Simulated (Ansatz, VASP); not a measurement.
## BaTiO3: VASP beside Ansatz

```
CELL_PARAMETERS angstrom
2.84005 1.63971 2.33143
-2.84005 1.63971 2.33143
0.00000 -3.27941 2.33143
ATOMIC_POSITIONS crystal
Ba 0.08857 0.08857 0.08857
Ti 0.51625 0.51625 0.51625
O 0.48975 0.48975 0.98016
O 0.48975 0.98016 0.48975
O 0.98016 0.48975 0.48975
```

Alike in both runs: task single point; functional r2SCAN; k mesh 6 × 6 × 6; occupations gaussian, width 0.05 eV; no spin polarisation.

|  | VASP | Ansatz |
| --- | --- | --- |
| version | VASP 6.6.1 | Ansatz 0.2.0 |
| potentials or method | VASP PAW PBE potentials, release 64 (Ba_sv, Ti_sv, O), cutoff 520 eV | scalar-relativistic, plane waves, PAW |
| valence electrons in the cell | 40 | 40 |

```tsv
	VASP	Ansatz	Ansatz less VASP
gap on the k mesh at the Fermi level (eV)	2.79	2.77	-0.020
least direct gap on the mesh (eV)	3.17	3.16	-0.009
pressure (GPa)	16.3	12.9	-3.39
traceless stress, the component that is largest in VASP (GPa)	10.44	9.59	-0.849
rms of the force components (eV/Å)	2.180	1.938	-0.2420
```

VASP's potentials were made for PBE, not for r2SCAN. Atom by atom the forces differ by 0.268 eV/Å (rms over components).

Spin-orbit coupling is off throughout.
